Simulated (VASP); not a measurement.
# CrO2 (P4_2/mnm) in VASP: single point with LDA+U

Aim: the single point of CrO2 with LDA+U.

All numbers are computed with VASP 6.6.1; they aren't measurements. Logs are shortened: lines on timing, memory, paths and dates and some standing lists are left out, and cuts for length are marked.

## Step 1: The cell of the first run

It takes space group P4_2/mnm (No. 136, tetragonal). The conventional cell has a = 4.421 Å, b = 4.421 Å, c = 2.917 Å, α = 90.00°, β = 90.00°, γ = 90.00°. Cr (site symmetry mmm) has 6 O at 1.88 to 1.92 Å within 2.5 Å. O (site symmetry m2m) has 3 Cr at 1.88 to 1.92 Å and 1 O at 2.49 Å within 2.5 Å.

## Step 2: Single point, LDA+U, collinear spin, ferromagnetic start

The input, INCAR:

```
SYSTEM = CrO2
  PREC = Accurate
  ENCUT = 520
  EDIFF = 1E-6
  ISMEAR = 0
  SIGMA = 0.05
  LREAL = .False.
  LASPH = .True.
  NELM = 150
  ALGO = Normal
  ISIF = 2
  LWAVE = .False.
  LCHARG = .False.
  ISPIN = 2
  MAGMOM = 2 2 0 0 0 0
  LORBIT = 11
  LMAXMIX = 4
  LDAU = .True.
  LDAUTYPE = 2
  LDAUL = 2 -1
  LDAUU = 8 0
  LDAUJ = 0 0
  LDAUPRINT = 1
  GGA = CA
  NBANDS = 37
```

The input, KPOINTS:

```
regular mesh
0
Gamma
  4 4 6
  0 0 0
```

The input, POSCAR:

```
CrO2
1.0
    4.4210008300      0.0000000000      0.0000000000
    0.0000000000      4.4210008300      0.0000000000
    0.0000000000      0.0000000000      2.9170005500
Cr O
2 4
Direct
    0.0000000000      0.0000000000      0.0000000000
    0.5000000000      0.5000000000      0.5000000000
    0.3010000000      0.3010000000      0.0000000000
    0.1990000000      0.8010000000      0.5000000000
    0.6990000000      0.6990000000      0.0000000000
    0.8010000000      0.1990000000      0.5000000000
```

Potentials or basis: VASP PAW LDA potentials, release 64 (Cr_pv, O).

Started as:

```console
cat potpaw_LDA.64/Cr_pv/POTCAR potpaw_LDA.64/O/POTCAR > POTCAR
mpirun -np 1 vasp_std > vasp.out
```

OUTCAR:

```text
SYSTEM = CrO2
   PREC = Accurate
   ENCUT = 520
   EDIFF = 1E-6
   ISMEAR = 0
   LREAL = .False.
   LASPH = .True.
   NELM = 150
   ISIF = 2
   ISPIN = 2
   LORBIT = 11
   GGA = CA

 ion  position               nearest neighbor table
   1  0.000  0.000  0.000-   3 1.88   5 1.88   4 1.92   6 1.92   4 1.92   6 1.92
   2  0.500  0.500  0.500-   4 1.88   6 1.88   5 1.92   3 1.92   3 1.92   5 1.92
   3  0.301  0.301  0.000-   1 1.88   2 1.92   2 1.92
   4  0.199  0.801  0.500-   2 1.88   1 1.92   1 1.92
   5  0.699  0.699  0.000-   1 1.88   2 1.92   2 1.92
   6  0.801  0.199  0.500-   2 1.88   1 1.92   1 1.92

  LATTYP: Found a simple tetragonal cell.
 ALAT       =     4.4210008300
 C/A-ratio  =     0.6598054744

  Lattice vectors:

 A1 = (   4.4210008300,   0.0000000000,   0.0000000000)
 A2 = (   0.0000000000,   4.4210008300,   0.0000000000)
 A3 = (   0.0000000000,   0.0000000000,   2.9170005500)

Analysis of symmetry for initial positions (statically):
=====================================================================
 Subroutine PRICEL returns:
 Original cell was already a primitive cell.

 Routine SETGRP: Setting up the symmetry group for a
 simple tetragonal supercell.

 Subroutine GETGRP returns: Found 16 space group operations
 (whereof  8 operations were pure point group operations)
 out of a pool of 16 trial point group operations.

The static configuration has the point symmetry D_2h.
 The point group associated with its full space group is D_4h.

Analysis of symmetry for dynamics (positions and initial velocities):
=====================================================================
 Subroutine PRICEL returns:
 Original cell was already a primitive cell.

 Routine SETGRP: Setting up the symmetry group for a
 simple tetragonal supercell.

 Subroutine GETGRP returns: Found 16 space group operations
 (whereof  8 operations were pure point group operations)
 out of a pool of 16 trial point group operations.

The dynamic configuration has the point symmetry D_2h.
 The point group associated with its full space group is D_4h.

Analysis of structural, dynamic, and magnetic symmetry:
=====================================================================
 Subroutine PRICEL returns:
 Original cell was already a primitive cell.

 Routine SETGRP: Setting up the symmetry group for a
 simple tetragonal supercell.

 Subroutine GETGRP returns: Found 16 space group operations
 (whereof  8 operations were pure point group operations)
 out of a pool of 16 trial point group operations.

The overall configuration has the point symmetry D_2h.
 The point group associated with its full space group is D_4h.

 Subroutine INISYM returns: Found 16 space group operations
 (whereof  8 operations are pure point group operations),
 and found     1 'primitive' translations

----------------------------------------------------------------------------------------

                                     Primitive cell

  volume of cell :      57.0135

  direct lattice vectors                    reciprocal lattice vectors
     4.421000830  0.000000000  0.000000000     0.226193127  0.000000000  0.000000000
     0.000000000  4.421000830  0.000000000     0.000000000  0.226193127  0.000000000
     0.000000000  0.000000000  2.917000550     0.000000000  0.000000000  0.342817899

  length of vectors
     4.421000830  4.421000830  2.917000550     0.226193127  0.226193127  0.342817899

  position of ions in fractional coordinates (direct lattice)
     0.000000000  0.000000000  0.000000000
     0.500000000  0.500000000  0.500000000
     0.301000000  0.301000000  0.000000000
     0.199000000  0.801000000  0.500000000
     0.699000000  0.699000000  0.000000000
[... 152 lines left out ...]
  o =  0.4424  v = -0.8214  0.0000  0.5704  0.0000 -0.0000  0.0000  0.0000  0.0000  0.0000  0.0000      0.0000  0.0000  0.0000  0.0000  0.0000  0.0000  0.0000  0.0000  0.0000  0.0000
  o =  0.4495  v =  0.0000  0.0000  0.0000  0.0000  1.0000  0.0000  0.0000  0.0000  0.0000  0.0000      0.0000  0.0000  0.0000  0.0000  0.0000  0.0000  0.0000  0.0000  0.0000  0.0000
  o =  0.9559  v =  0.0000 -0.7071  0.0000 -0.7071  0.0000  0.0000  0.0000  0.0000  0.0000  0.0000      0.0000  0.0000  0.0000  0.0000  0.0000  0.0000  0.0000  0.0000  0.0000  0.0000
  o =  0.9702  v = -0.5704  0.0000 -0.8214  0.0000  0.0000  0.0000  0.0000  0.0000  0.0000  0.0000      0.0000  0.0000  0.0000  0.0000  0.0000  0.0000  0.0000  0.0000  0.0000  0.0000

atom =   2  type =  1  l = 2

 onsite density matrix

spin component  1

  0.6141  0.0000 -0.2473  0.0000 -0.0000
  0.0000  0.6772  0.0000 -0.2787  0.0000
 -0.2473  0.0000  0.7984  0.0000 -0.0000
  0.0000 -0.2787  0.0000  0.6772  0.0000
 -0.0000  0.0000 -0.0000  0.0000  0.4495

spin component  2

  0.2170  0.0000  0.1085  0.0000  0.0000
  0.0000  0.1676  0.0000  0.1021  0.0000
  0.1085  0.0000  0.1195  0.0000  0.0000
  0.0000  0.1021  0.0000  0.1676  0.0000
  0.0000  0.0000  0.0000  0.0000  0.0772

 occupancies and eigenvectors

  o =  0.0493  v =  0.0000  0.0000  0.0000  0.0000  0.0000 -0.5431 -0.0000  0.8396  0.0000 -0.0000      0.0000  0.0000  0.0000  0.0000  0.0000  0.0000  0.0000  0.0000  0.0000  0.0000
  o =  0.0655  v =  0.0000  0.0000  0.0000  0.0000  0.0000 -0.0000  0.7071  0.0000 -0.7071  0.0000      0.0000  0.0000  0.0000  0.0000  0.0000  0.0000  0.0000  0.0000  0.0000  0.0000
  o =  0.0772  v =  0.0000  0.0000  0.0000  0.0000  0.0000 -0.0000 -0.0000  0.0000  0.0000  1.0000      0.0000  0.0000  0.0000  0.0000  0.0000  0.0000  0.0000  0.0000  0.0000  0.0000
  o =  0.2697  v =  0.0000  0.0000  0.0000  0.0000  0.0000 -0.0000 -0.7071 -0.0000 -0.7071  0.0000      0.0000  0.0000  0.0000  0.0000  0.0000  0.0000  0.0000  0.0000  0.0000  0.0000
  o =  0.2872  v =  0.0000  0.0000  0.0000  0.0000  0.0000 -0.8396  0.0000 -0.5431  0.0000 -0.0000      0.0000  0.0000  0.0000  0.0000  0.0000  0.0000  0.0000  0.0000  0.0000  0.0000
  o =  0.3986  v =  0.0000  0.7071  0.0000  0.7071 -0.0000  0.0000  0.0000  0.0000  0.0000  0.0000      0.0000  0.0000  0.0000  0.0000  0.0000  0.0000  0.0000  0.0000  0.0000  0.0000
  o =  0.4424  v =  0.8214  0.0000  0.5704  0.0000  0.0000  0.0000  0.0000  0.0000  0.0000  0.0000      0.0000  0.0000  0.0000  0.0000  0.0000  0.0000  0.0000  0.0000  0.0000  0.0000
  o =  0.4495  v =  0.0000 -0.0000  0.0000 -0.0000 -1.0000  0.0000  0.0000  0.0000  0.0000  0.0000      0.0000  0.0000  0.0000  0.0000  0.0000  0.0000  0.0000  0.0000  0.0000  0.0000
  o =  0.9559  v =  0.0000  0.7071 -0.0000 -0.7071  0.0000  0.0000  0.0000  0.0000  0.0000  0.0000      0.0000  0.0000  0.0000  0.0000  0.0000  0.0000  0.0000  0.0000  0.0000  0.0000
  o =  0.9702  v =  0.5704  0.0000 -0.8214  0.0000  0.0000  0.0000  0.0000  0.0000  0.0000  0.0000      0.0000  0.0000  0.0000  0.0000  0.0000  0.0000  0.0000  0.0000  0.0000  0.0000

 number of electron      48.0000026 magnetization       4.0000350

 Free energy of the ion-electron system (eV)
  ---------------------------------------------------
  ext. energy  EPLUGINS =         0.00000000
  ---------------------------------------------------
  free energy    TOTEN  =       -42.91802938 eV

  energy without entropy =      -42.91787885  energy(sigma->0) =      -42.91795412

 E-fermi :   4.8678     XC(G=0): -12.4903

 val. band max:        4.8066460564   @ k =   0.0000   0.0000   0.5000
 cond. band min:       4.9274786425   @ k =   0.0000   0.0000   0.1667
 fundamental gap:      0.1208325861
 Fermi energy:         4.8678001947

 spin component 1

 k-point     1 :       0.0000    0.0000    0.0000
  band No.  band energies     occupation
      1     -39.6869      1.00000
      2     -39.6869      1.00000
      3     -39.6390      1.00000
      4     -39.6390      1.00000
      5     -39.2891      1.00000
      6     -39.2746      1.00000
[... 925 lines left out ...]
     35      16.5318      0.00000
     36      16.5318      0.00000
 Fermi energy:         4.8678001947

 spin component 2

 k-point     1 :       0.0000    0.0000    0.0000
  band No.  band energies     occupation
      1     -37.4434      1.00000
      2     -37.4434      1.00000
      3     -37.3511      1.00000
      4     -37.3511      1.00000
      5     -36.7080      1.00000
      6     -36.6902      1.00000
[... 925 lines left out ...]
     35      16.5935      0.00000
     36      16.5935      0.00000
 [bands above 36 left out]

------------------------ aborting loop because EDIFF is reached ----------------------------------------

  FORCE on cell =-STRESS in cart. coord.  units (eV):
  Direction    XX          YY          ZZ          XY          YZ          ZX
  --------------------------------------------------------------------------------------
  -------------------------------------------------------------------------------------
  Total        0.7465664      0.7465664      2.7413791     -0.0000000      0.0000000      0.0000000
  in kB       20.9797996     20.9797996     77.0374649     -0.0000000      0.0000000      0.0000000
  external PRESSURE =      39.6656881 kB  Pullay stress =       0.0000000 kB

 VOLUME and BASIS-vectors are now :
 -----------------------------------------------------------------------------
  energy-cutoff  :      520.00
  volume of cell :       57.01
      direct lattice vectors                 reciprocal lattice vectors
     4.421000830  0.000000000  0.000000000     0.226193127  0.000000000  0.000000000
     0.000000000  4.421000830  0.000000000     0.000000000  0.226193127  0.000000000
     0.000000000  0.000000000  2.917000550     0.000000000  0.000000000  0.342817899

 POSITION                                       TOTAL-FORCE (eV/Angst)
 -----------------------------------------------------------------------------------
      0.00000      0.00000      0.00000        -0.000000      0.000000      0.000000
      2.21050      2.21050      1.45850        -0.000000      0.000000      0.000000
      1.33072      1.33072      0.00000        -0.153793     -0.153793     -0.000000
      0.87978      3.54122      1.45850         0.153793     -0.153793     -0.000000
      3.09028      3.09028      0.00000         0.153793      0.153793      0.000000
      3.54122      0.87978      1.45850        -0.153793      0.153793      0.000000
 -----------------------------------------------------------------------------------
    total drift:                                0.000000      0.000000      0.000000

  FREE ENERGIE OF THE ION-ELECTRON SYSTEM (eV)
  ---------------------------------------------------
  free  energy   TOTEN  =       -42.9180293811 eV

  energy  without entropy=      -42.9178788510  energy(sigma->0) =      -42.91795412

 total charge

# of ion       s       p       d       tot
------------------------------------------
    1        0.381   6.493   3.929  10.803
    2        0.381   6.493   3.929  10.803
    3        1.558   3.475   0.000   5.033
    4        1.558   3.475   0.000   5.033
    5        1.558   3.475   0.000   5.033
    6        1.558   3.475   0.000   5.033
--------------------------------------------------
tot          6.995  26.885   7.859  41.738

 magnetization (x)

# of ion       s       p       d       tot
------------------------------------------
    1        0.031   0.029   2.462   2.523
    2        0.031   0.029   2.462   2.523
    3       -0.008  -0.232   0.000  -0.241
    4       -0.008  -0.232   0.000  -0.241
    5       -0.008  -0.232   0.000  -0.241
    6       -0.008  -0.232   0.000  -0.241
--------------------------------------------------
tot          0.029  -0.870   4.925   4.083
```

Wall time 3 min (1 thread of Intel Xeon Platinum 8259CL at 2.50GHz (Skylake/Cascade Lake), shared host); peak memory 0.2 GiB.

What came out:

| Item | Value |
| --- | --- |
| Free energy | -42.9180 eV |
| Pressure | 4.0 GPa |
| Largest force | 0.217 eV/Å |
| Band gap on the k mesh | 0.12 eV (least direct gap 0.28 eV) |
| Net moment | 4.00 μB per cell |
| Site moments | Cr +2.52; O -0.24 μB |
| Valence electrons inside the program's atomic spheres | Cr 10.80; O 5.03 |

Forces on the atoms (eV/Å):
```
Cr   0.000  0.000  0.000
Cr   0.000  0.000  0.000
O   -0.154 -0.154  0.000
O    0.154 -0.154  0.000
O    0.154  0.154  0.000
O   -0.154  0.154  0.000
```

Stress tensor (GPa, compression positive):
```
2.10 0.00 0.00
0.00 2.10 0.00
0.00 0.00 7.70
```

Levels at points of the mesh, in eV from the valence-band top:
Spin up:
| k point | band 22 | band 23 | band 24 | band 25 | band 26 | band 27 | band 28 | band 29 | band 30 | band 31 |
| --- | --- | --- | --- | --- | --- | --- | --- | --- | --- | --- |
| (0.00, 0.00, 0.00) | -2.57 | -0.76 | -0.69 | -0.22 | -0.22 | 0.42 | 1.61 | 1.82 | 2.79 | 2.79 |
| (0.50, 0.00, 0.00) | -2.47 | -1.00 | -1.00 | -0.56 | -0.56 | 0.97 | 0.97 | 2.79 | 2.79 | 4.01 |
| (0.50, 0.50, 0.00) | -2.97 | -1.60 | -1.60 | -1.24 | -1.24 | 1.66 | 1.66 | 2.78 | 2.78 | 3.22 |
| (0.00, 0.00, 0.50) | -3.09 | -2.26 | -2.26 | 0.00 | 0.00 | 0.70 | 0.70 | 2.78 | 2.78 | 3.03 |
| (0.50, 0.00, 0.50) | -2.73 | -2.01 | -2.01 | -0.91 | -0.91 | 0.95 | 0.95 | 2.27 | 2.27 | 2.79 |
| (0.50, 0.50, 0.50) | -2.28 | -2.02 | -2.02 | -0.22 | -0.22 | 0.56 | 0.56 | 2.79 | 2.79 | 3.68 |
Spin down:
| k point | band 20 | band 21 | band 22 | band 23 | band 24 | band 25 |
| --- | --- | --- | --- | --- | --- | --- |
| (0.00, 0.00, 0.00) | -0.65 | -0.65 | -0.15 | 3.83 | 3.96 | 4.05 |
| (0.50, 0.00, 0.00) | -1.94 | -0.96 | -0.96 | 4.38 | 4.38 | 4.93 |
| (0.50, 0.50, 0.00) | -1.81 | -1.53 | -1.53 | 3.72 | 3.72 | 4.53 |
| (0.00, 0.00, 0.50) | -2.69 | -1.73 | -1.73 | 4.56 | 4.56 | 5.04 |
| (0.50, 0.00, 0.50) | -2.04 | -1.34 | -1.34 | 3.77 | 3.77 | 4.80 |
| (0.50, 0.50, 0.50) | -1.46 | -0.85 | -0.85 | 4.20 | 4.20 | 5.19 |

Eigenvalues of the final occupation matrices:
| site | spin | trace | eigenvalues |
| --- | --- | --- | --- |
| site 1 d | 1 | 3.22 | 0.40 0.44 0.45 0.96 0.97 |
| site 1 d | 2 | 0.75 | 0.05 0.07 0.08 0.27 0.29 |
| site 2 d | 1 | 3.22 | 0.40 0.44 0.45 0.96 0.97 |
| site 2 d | 2 | 0.75 | 0.05 0.07 0.08 0.27 0.29 |

Caveat: the stress differs along the axes, from 2 to 8 GPa; semilocal functionals underestimate gaps, and a narrow one can read as zero; the run started ferromagnetic, and an antiferromagnetic order may lie lower in energy. A k mesh can miss the band edges.
